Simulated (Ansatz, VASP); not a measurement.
## One calculation of Mg3Zr, two programs

```
Mg Zr
1.0
     4.40236    0.00000    0.00000
     0.00000    4.40236    0.00000
     0.00000    0.00000    4.40236
Mg Zr
3 1
Cartesian
  2.2012 2.2012 0.0000
  2.2012 0.0000 2.2012
  0.0000 2.2012 2.2012
  0.0000 0.0000 0.0000
```

Alike in both runs: task single point; functional LDA; k mesh 5 × 5 × 5; occupations fermi-dirac, width 0.15 eV; no spin polarisation.

```csv
,VASP,Ansatz
version,VASP 6.6.1,Ansatz 0.2.0
potentials or method,"VASP PAW LDA potentials, release 64 (Mg, Zr_sv), cutoff 520 eV","plane waves, PAW"
valence electrons in the cell,18,42
```

```csv
,VASP,Ansatz,Ansatz less VASP
pressure (GPa),-1.6,-1.3,+0.28
```

LDA's correlation is that of Perdew and Zunger in VASP and of Perdew and Wang (1992) in Ansatz. VASP's potentials hold 18 valence electrons a cell and Ansatz's 42, so a difference there can come from the potentials and not from the codes. Ansatz's warnings: stress scf threshold loose.
